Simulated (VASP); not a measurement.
Write the native input for VASP 6.6.1 that does the following.

- Task: relaxation of cell and atoms
- Functional: PBE
- Potentials or basis: VASP PAW PBE potentials, release 64 (Pb_d, S)
- Cutoff: 600 eV
- k mesh: 12 × 12 × 12
- Occupations: fermi-dirac, width 0.1 eV
- Spin: no spin polarisation
- Target pressure: 40 GPa
- Dipole correction: no
- Further INCAR settings: ALGO = Normal; EDIFF = 1e-06; IBRION = 2; EDIFFG = -0.005; NSW = 60; ISIF = 3

The structure of PbS (zincblende type) lies in POSCAR:

```
PbS
1.0
    0.0000000000      2.7480526660      2.7480526660
    2.7480526660      0.0000000000      2.7480526660
    2.7480526660      2.7480526660      0.0000000000
Pb S
1 1
Direct
    0.0000000000      0.0000000000      0.0000000000
    0.2500000000      0.2500000000      0.2500000000
```

The input as run:

INCAR

```
PREC = Accurate
ENCUT = 600
EDIFF = 1E-6
ISMEAR = -1
SIGMA = 0.1
LREAL = False
LASPH = True
NELM = 100
ALGO = Normal
ISIF = 3
LWAVE = False
LCHARG = False
GGA = PE
IBRION = 2
NSW = 60
EDIFFG = -0.005
PSTRESS = 400.0
```

KPOINTS

```
Automatic mesh
0
Gamma
  12 12 12
```

Potentials or basis: VASP PAW PBE potentials, release 64 (Pb_d, S).

The run is started by

```bash
$ cat potpaw_PBE.64/Pb_d/POTCAR potpaw_PBE.64/S/POTCAR > POTCAR
$ mpirun -np 1 vasp_std > vasp.out
```

Results of the run:

| Item | Value |
| --- | --- |
| Relaxed volume | 23.01 Å³/atom |
| Relaxed cell | a = 4.023 Å, b = 4.023 Å, c = 4.023 Å, α = 60.00°, β = 60.00°, γ = 60.00° |
| Space group after relaxing (to 0.1 Å) | F-43m (No. 216) |
| Energy change on relaxing (the run minimises the enthalpy) | -688.8 meV/atom |
| Ionic steps | 18 |
| Pressure after relaxing | 40.0 GPa |
| Band gap on the k mesh | zero (bands 10 and 11 overlap by 0.94 eV) |

Caveat: the cell is relaxed towards a set pressure, so the run minimises the enthalpy, not the energy; spin-orbit coupling is left out, which moves the levels of the heavy elements.

Run time: 6.5 min on 1 thread of Intel Xeon 8259CL, on a shared host, peak memory 0.23 GiB.
